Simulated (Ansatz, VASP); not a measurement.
Two plane-wave programs on Ti

```
Ti
1.0
     2.89029    0.00000    0.00000
    -1.44514    2.50306    0.00000
     0.00000    0.00000    4.59115
Ti
2
Direct
  0.33333 0.66667 0.25000
  0.66667 0.33333 0.75000
```

Change from the starting cell: volume scaled by 0.9405, PAW files.

Alike in both runs: task electric field gradients; functional PBEsol; k mesh 13 × 13 × 7; occupations fermi-dirac, width 0.08 eV; no spin polarisation.

|  | VASP | Ansatz |
| --- | --- | --- |
| version | VASP 6.6.1 | Ansatz 0.2.0 |
| potentials or method | VASP PAW PBE potentials, release 64 (Ti_sv) | PAW with Ansatz's default frozen-core files, scalar-relativistic |
| plane-wave cutoff (eV) | 520 | 420 |
| valence electrons in the cell | 24 | 24 |

Ansatz gave:

* pressure (GPa): 0.9
* traceless stress, the component that is largest in VASP (GPa): -0.20
* size of Vzz on the site where it differs most (V/Å²): 20.9

Question: Which values does VASP return?

Answer: Pressure (GPa): 0.6; traceless stress, the component that is largest in VASP (GPa): -0.19; size of Vzz on the site where it differs most (V/Å²): 19.1.

VASP's potentials were made for PBE, not for PBEsol.
